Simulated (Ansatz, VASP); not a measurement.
**ZrTi2B3 in VASP and in Ansatz**

```
Zr Ti B
1.0
     4.79388    0.00000    0.00000
    -2.39694    4.15162    0.00000
     0.00000    0.00000    3.88038
Zr Ti B
1 2 3
Direct
  0.00000 0.00000 0.00000
  0.66667 0.33333 0.50000
  0.33333 0.66667 0.00000
  0.20579 0.79421 0.50000
  0.20579 0.41159 0.50000
  0.58841 0.79421 0.50000
```

Alike in both runs: functional PBE; k mesh 5 × 5 × 3; occupations gaussian, width 0.2 eV; no spin polarisation.

Ansatz relaxed the structure, and its values are those at the end. VASP's run is a single point on that final structure, the one shown.

```csv
,VASP,Ansatz
version,VASP 6.6.1,Ansatz 0.2.0
potentials or method,"VASP PAW PBE potentials, release 64 (Zr_sv, Ti_sv, B), cutoff 520 eV","scalar-relativistic, plane waves, PAW"
valence electrons in the cell,45,45
```

```tsv
	VASP	Ansatz	Ansatz less VASP
gap on the k mesh at the Fermi level (eV)	none	none	-
pressure (GPa)	0.0	0.0	-0.06
rms of the force components (eV/Å)	0.008	0.006	-0.0019
```

A gap of «none» marks a metal or a gap that the smearing closes. The functional is the same, so the differences come from potentials, cutoffs and numerics.

The k mesh is coarse, so the values compare programs but aren't converged.
